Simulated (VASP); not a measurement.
# Se (P3_221) in VASP: notebook

Se is run at these levels: PBE-based screened hybrid with 25 % exact exchange; tasks: single point.

Program: VASP 6.6.1. These are calculated values, not measurements. Logs are shortened: lines on timing, memory, paths and dates and some standing lists are left out, and cuts for length are marked.

**1. The cell of the first run**

It takes space group P3_221 (No. 154, trigonal). The conventional cell has a = 4.355 Å, b = 4.355 Å, c = 4.949 Å, α = 90.00°, β = 90.00°, γ = 120.00°. Se (site symmetry 2) has 2 Se at 2.32 Å within 3.1 Å.

**2. Single point, PBE-based screened hybrid with 25 % exact exchange**

File POSCAR:

```
Se
1.0
    4.3551700000      0.0000000000      0.0000000000
   -2.1775850000      3.7716878578      0.0000000000
    0.0000000000      0.0000000000      4.9494500000
Se
3
Direct
    0.7830000000      0.7830000000      0.5000000000
    0.0000000000      0.2170000000      0.8333333333
    0.2170000000      0.0000000000      0.1666666667
```

File INCAR.step1:

```
SYSTEM = Se
PREC = Accurate
ENCUT = 520
EDIFF = 1E-5
ISMEAR = -1
SIGMA = 0.05
LREAL = .FALSE.
LASPH = .TRUE.
NELM = 100
ALGO = Normal
ISIF = 2
LWAVE = .TRUE.
LCHARG = .FALSE.
NBANDS = 16
GGA = PE
```

File INCAR.step2:

```
SYSTEM = Se
PREC = Accurate
ENCUT = 520
EDIFF = 1E-6
ISMEAR = -1
SIGMA = 0.05
LREAL = .FALSE.
LASPH = .TRUE.
NELM = 100
ALGO = Normal
ISIF = 2
LWAVE = .FALSE.
LCHARG = .FALSE.
GGA = PE
LHFCALC = .TRUE.
AEXX = 0.25
HFSCREEN = 0.1
PRECFOCK = Normal
NBANDS = 16
ISTART = 1
```

File KPOINTS:

```
Automatic mesh
0
G
  4 4 3
  0 0 0
```

Potentials or basis: VASP PAW PBE potentials, release 64 (Se).

Command:

```bash
$ cat potpaw_PBE.64/Se/POTCAR > POTCAR
$ cp INCAR.step1 INCAR
$ mpirun -np 1 vasp_std > vasp.out
$ cp INCAR.step2 INCAR
$ mpirun -np 1 vasp_std > vasp.out
```

OUTCAR:

```text
SYSTEM = Se
   PREC = Accurate
   ENCUT = 520
   EDIFF = 1E-6
   ISMEAR = -1
   LREAL = .FALSE.
   LASPH = .TRUE.
   NELM = 100
   ISIF = 2
   GGA = PE
   LHFCALC = .TRUE.
   AEXX = 0.25
   HFSCREEN = 0.1
   PRECFOCK = Normal
   ISTART = 1

 ion  position               nearest neighbor table
   1  0.783  0.783  0.500-   3 2.32   2 2.32
   2  0.000  0.217  0.833-   1 2.32   3 2.32
   3  0.217  0.000  0.167-   1 2.32   2 2.32

  LATTYP: Found a hexagonal cell.
 ALAT       =     4.3551700000
 C/A-ratio  =     1.1364539157

  Lattice vectors:

 A1 = (   4.3551700000,   0.0000000000,   0.0000000000)
 A2 = (  -2.1775850000,   3.7716878578,   0.0000000000)
 A3 = (   0.0000000000,   0.0000000000,   4.9494500000)

Analysis of symmetry for initial positions (statically):
=====================================================================
 Subroutine PRICEL returns:
 Original cell was already a primitive cell.

 Routine SETGRP: Setting up the symmetry group for a
 hexagonal supercell.

 Subroutine GETGRP returns: Found  6 space group operations
 (whereof  2 operations were pure point group operations)
 out of a pool of 24 trial point group operations.

The static configuration has the point symmetry C_2 .
 The point group associated with its full space group is D_3 .

Analysis of symmetry for dynamics (positions and initial velocities):
=====================================================================
 Subroutine PRICEL returns:
 Original cell was already a primitive cell.

 Routine SETGRP: Setting up the symmetry group for a
 hexagonal supercell.

 Subroutine GETGRP returns: Found  6 space group operations
 (whereof  2 operations were pure point group operations)
 out of a pool of 24 trial point group operations.

The dynamic configuration has the point symmetry C_2 .
 The point group associated with its full space group is D_3 .

 Subroutine INISYM returns: Found  6 space group operations
 (whereof  2 operations are pure point group operations),
 and found     1 'primitive' translations

[... 80 lines left out ...]
   EDIFF  = 0.1E-05   stopping-criterion for ELM
   LREAL  =      F    real-space projection
   EDIFFG = 0.1E-04   stopping-criterion for IOM
   NSW    =      0    number of steps for IOM
   IBRION =     -1    ionic relax: 0-MD 1-quasi-New 2-CG
   NFREE  =      0    steps in history (QN), initial steepest desc. (CG)
   ISIF   =      2    stress and relaxation
   ISYM   =      3    0-nonsym 1-usesym 2-fastsym
   POTIM  = 0.5000    time-step for ionic-motion
   TEBEG  =    0.0;   TEEND  =   0.0 temperature during run
   PSTRESS=    0.0 pullay stress
   NELECT =      18.0000    total number of electrons
   NUPDOWN=      -1.0000    fix difference up-down
   EMIN   =  10.00;   EMAX   =-10.00  energy-range for DOS
   EFERMI =   0.00;   METHOD = LEGACY
   ISMEAR =    -1;   SIGMA  =   0.05  broadening in eV -4-tet -1-fermi 0-gaus
   EFERMI_NEDOS =   21; number of points for ismear=-14 and -15
   IALGO  =     38    algorithm
   IMIX   =      1    mixing-type and parameters
     AMIX     =   0.40;   BMIX     =  1.00
     AMIX_MAG =   1.60;   BMIX_MAG =  1.00
  volume/ion in A,a.u.               =      27.10       182.88
  Fermi-wavevector in a.u.,A,eV,Ry     =   0.990375  1.871538 13.345178  0.980843
  Thomas-Fermi vector in A             =   2.122041
   LORBIT       =      0    0 simple, 1 ext, 2 COOP (PROOUT), +10 PAW based schemes
   GGA     = PE    functional components
   LHFCALC =     T    Hartree Fock is set to
   PRECFOCK=normal    Normal, Fast or Accurate (Low or Medium for compatibility)
   ENCUT4O =  -1.0   cutoff for four orbital integrals eV
   NKREDX  =     1    reduce k-point grid by
   NKREDY  =     1    reduce k-point grid by
   NKREDZ  =     1    reduce k-point grid by
   AEXX    =    0.2500 exact exchange contribution
   HFSCREEN=    0.1000 screening length (either q_TF or 0.3 A-1)
   HFSCREENC=   0.1000 screening length for correlation (either q_TF or 0.3 A-1)
   ENCUTFOCK=  -1.0 apply spherical cutoff to Coloumb kernel
   IVDW    =     0    specifies the selected vdW correction
   LEPSILON=     F    determine dielectric tensor
   LRPA    =     F    only Hartree local field effects (RPA)
 non-spin polarized calculation
  energy-cutoff  :      520.00
  volume of cell :       81.30
 maximum number of plane-waves:      2198
  NGX = 28; NGY = 28; NGZ = 28

 number of electron      17.9999997 magnetization

 Free energy of the ion-electron system (eV)
  ---------------------------------------------------
  ext. energy  EPLUGINS =         0.00000000
  ---------------------------------------------------
  free energy    TOTEN  =       -13.99966645 eV

  energy without entropy =      -13.99966645  energy(sigma->0) =      -13.99966645

 E-fermi :   2.9031     XC(G=0):  -7.1806

 val. band max:        1.7054254350   @ k =   0.2500   0.2500   0.3333
 cond. band min:       4.6291186819   @ k =   0.0000   0.0000   0.3333
 fundamental gap:      2.9236932469
 Fermi energy:         2.9030893788

 k-point     1 :       0.0000    0.0000    0.0000
  band No.  band energies     occupation
      1     -15.6360      2.00000
      2     -10.8519      2.00000
      3     -10.8519      2.00000
      4      -2.1858      2.00000
      5      -2.1858      2.00000
      6      -2.0337      2.00000
[... 148 lines left out ...]
      3      -9.4728      2.00000
      4      -4.1381      2.00000
      5      -3.6405      2.00000
      6      -2.4334      2.00000
[... 8 lines left out ...]
     15      11.6552      0.00000
     16      12.2882      0.00000

------------------------ aborting loop because EDIFF is reached ----------------------------------------

  FORCE on cell =-STRESS in cart. coord.  units (eV):
  Direction    XX          YY          ZZ          XY          YZ          ZX
  --------------------------------------------------------------------------------------
  -------------------------------------------------------------------------------------
  Total        1.6293154      1.6293154      1.5090366      0.0000000      0.0000000      0.0000000
  in kB       32.1083461     32.1083461     29.7380549      0.0000000      0.0000000      0.0000000
  external PRESSURE =      31.3182490 kB  Pullay stress =       0.0000000 kB

 VOLUME and BASIS-vectors are now :
 -----------------------------------------------------------------------------
  energy-cutoff  :      520.00
  volume of cell :       81.30
      direct lattice vectors                 reciprocal lattice vectors
     4.355170000  0.000000000  0.000000000     0.229612162  0.132566644  0.000000000
    -2.177585000  3.771687858  0.000000000     0.000000000  0.265133287  0.000000000
     0.000000000  0.000000000  4.949450000     0.000000000  0.000000000  0.202042651

 POSITION                                       TOTAL-FORCE (eV/Angst)
 -----------------------------------------------------------------------------------
      1.70505      2.95323      2.47472        -0.266817     -0.462140      0.000000
     -0.47254      0.81846      4.12454        -0.266817      0.462140      0.000000
      0.94507      0.00000      0.82491         0.533633     -0.000000     -0.000000
 -----------------------------------------------------------------------------------
    total drift:                                0.000002      0.000003     -0.000000

  FREE ENERGIE OF THE ION-ELECTRON SYSTEM (eV)
  ---------------------------------------------------
  free  energy   TOTEN  =       -13.9996664525 eV

  energy  without entropy=      -13.9996664525  energy(sigma->0) =      -13.99966645
```

Wall time 11 min (1 thread of Intel Xeon Platinum 8375C at 2.90GHz (Ice Lake), shared host); peak memory 0.3 GiB.

What came out:

```yaml
Free_energy: -13.9997 eV
Pressure: 3.1 GPa
Largest_force: 0.534 eV/Å
Band_gap_on_the_k_mesh: 2.92 eV (least direct gap 3.18 eV)
```

Forces in eV/Å, atoms in the order of the input:
```
Se  -0.267 -0.462  0.000
Se  -0.267  0.462  0.000
Se   0.534  0.000  0.000
```

Stress tensor (GPa, compression positive):
```
3.21 0.00 0.00
0.00 3.21 0.00
0.00 0.00 2.97
```

Caveat: the k points lie up to 0.42 Å⁻¹ apart; the PAW data sets were made with another functional, which shifts forces and pressure a little; an odd mesh through Γ misses points on the zone boundary, where band edges can lie.

**3. Single point, PBE-based screened hybrid with 25 % exact exchange**

POSCAR is that of step 2.

File INCAR.step1:

```
PREC = Accurate
ENCUT = 520
EDIFF = 1E-5
ISMEAR = -1
SIGMA = 0.05
LREAL = F
LASPH = T
NELM = 100
ALGO = Normal
ISIF = 2
LWAVE = T
GGA = PE
NBANDS = 16
```

File INCAR.step2:

```
PREC = Accurate
ENCUT = 520
EDIFF = 1E-7
ISMEAR = -1
SIGMA = 0.05
LREAL = F
LASPH = T
NELM = 100
ALGO = Normal
ISIF = 2
LWAVE = F
LCHARG = T
GGA = PE
LHFCALC = T
AEXX = 0.25
HFSCREEN = 0.15
PRECFOCK = Normal
LELF = T
LVHAR = T
ISTART = 1
NBANDS = 16
```

File KPOINTS:

```
regular mesh
0
Gamma
  4 4 3
```

Potentials or basis: VASP PAW PBE potentials, release 64 (Se).

Command:

```bash
$ cat potpaw_PBE.64/Se/POTCAR > POTCAR
$ cp INCAR.step1 INCAR
$ mpirun -np 1 vasp_std > vasp.out
$ cp INCAR.step2 INCAR
$ mpirun -np 1 vasp_std > vasp.out
```

Wall time 17 min (1 thread of Intel Xeon Platinum 8375C at 2.90GHz (Ice Lake), shared host); peak memory 0.3 GiB.

The run converged. Its results:

* Free energy: -13.6115 eV
* Pressure: 3.2 GPa
* Largest force: 0.545 eV/Å
* Band gap on the k mesh: 2.75 eV (least direct gap 3.00 eV)

Forces in eV/Å, atoms in the order of the input:
```
Se  -0.273 -0.472  0.000
Se  -0.273  0.472  0.000
Se   0.545  0.000  0.000
```

Stress tensor (GPa, compression positive):
```
3.29 0.00 0.00
0.00 3.29 0.00
0.00 0.00 3.11
```

Levels at points of the mesh, in eV from the valence-band top:
| k point | band 5 | band 6 | band 7 | band 8 | band 9 | band 10 | band 11 | band 12 | band 13 | band 14 |
| --- | --- | --- | --- | --- | --- | --- | --- | --- | --- | --- |
| (0.00, 0.00, 0.00) | -3.89 | -3.73 | -2.16 | -2.16 | -0.23 | 3.47 | 3.47 | 3.86 | 7.45 | 7.78 |
| (0.50, 0.00, 0.00) | -4.84 | -3.46 | -2.88 | -1.78 | -0.89 | 3.41 | 4.00 | 5.86 | 6.75 | 9.10 |

Caveat: the k points lie up to 0.42 Å⁻¹ apart; the PAW data sets were made with another functional, which shifts forces and pressure a little; an odd mesh through Γ misses points on the zone boundary, where band edges can lie.
